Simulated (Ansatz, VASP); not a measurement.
**SiO2 in VASP and in Ansatz**

```
CELL_PARAMETERS angstrom
4.18521 0.00000 0.00000
0.00000 4.18521 0.00000
0.00000 0.00000 2.66881
ATOMIC_POSITIONS crystal
Si 0.00000 0.00000 0.00000
Si 0.50000 0.50000 0.50000
O 0.30610 0.30610 0.00000
O 0.19390 0.80610 0.50000
O 0.69390 0.69390 0.00000
O 0.80610 0.19390 0.50000
```

Alike in both runs: functional r2SCAN; k mesh 4 × 4 × 7; no spin polarisation.

Ansatz relaxed the structure, and its values are those at the end. VASP's run is a single point on that final structure, the one shown.

```csv
,VASP,Ansatz
version,VASP 6.6.1,Ansatz 0.2.0
potentials or method,"VASP PAW PBE potentials, release 64 (Si, O), cutoff 520 eV",PAW plane waves
occupations,"fermi-dirac, width 0.1 eV",fermi-dirac
valence electrons in the cell,32,32
```

Ansatz gave:

- gap on the k mesh at the Fermi level (eV): 6.51
- pressure (GPa): 0.0
- rms of the force components (eV/Å): 0.000

Problem. Which values does VASP return?

Solution. gap on the k mesh at the Fermi level (eV): 6.51; pressure (GPa): 0.4; rms of the force components (eV/Å): 0.010.

VASP's potentials were made for PBE, not for r2SCAN.
